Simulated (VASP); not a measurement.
As:

```
As
1.0
     1.88080    1.08588    3.51406
    -1.88080    1.08588    3.51406
     0.00000   -2.17176    3.51406
As
2
Cartesian
  0.0000 0.0000 8.1597
  0.0000 0.0000 2.3825
```

- Program: VASP 6.6.1
- Task: relaxation of cell and atoms
- Functional: PBEsol
- Potentials or basis: VASP PAW PBE potentials, release 64 (As)
- Cutoff: 600 eV
- k mesh: 11 × 11 × 11
- Occupations: fermi-dirac, width 0.05 eV
- Spin: no spin polarisation

At the start: pressure 0.7 GPa; volume 21.53 Å³/atom.

**Question.** How do energy, volume and symmetry change on relaxing?

**Answer.** Over 16 steps the energy falls by 11.1 meV/atom and the volume is 20.90 Å³/atom (-2.9 %); space group R-3m (No. 166, to 0.1 Å) before and after.

The path:
```tsv
step	energy change (eV)	largest force (eV/Å)	pressure (GPa)	volume (Å³)
1	0.0000	0.4430	0.73	43.06
2	-0.0086	0.0047	-1.54	43.68
3	-0.0091	0.0776	-1.12	43.56
4	-0.0154	0.0272	-0.54	42.86
5	-0.0186	0.0286	0.32	41.95
6	-0.0216	0.0407	0.06	41.85
7	-0.0221	0.0442	-0.09	41.80
8	-0.0222	0.0170	0.21	41.69
9	-0.0222	0.0069	0.09	41.73
10	-0.0222	0.0005	-0.01	41.81
11	-0.0222	0.0011	0.01	41.79
12	-0.0222	0.0017	0.02	41.80
13	-0.0222	0.0036	-0.02	41.82
14	-0.0222	0.0031	-0.03	41.81
15	-0.0222	0.0024	-0.03	41.81
16	-0.0222	0.0020	-0.01	41.80
```

Final structure:
```
As
1.0
     1.89432    1.09369    3.36281
    -1.89432    1.09369    3.36281
     0.00000   -2.18738    3.36281
As
2
Direct
  0.76950 0.76950 0.76950
  0.23050 0.23050 0.23050
```

Caveat: the PAW data sets were made with another functional, which shifts forces and pressure a little.
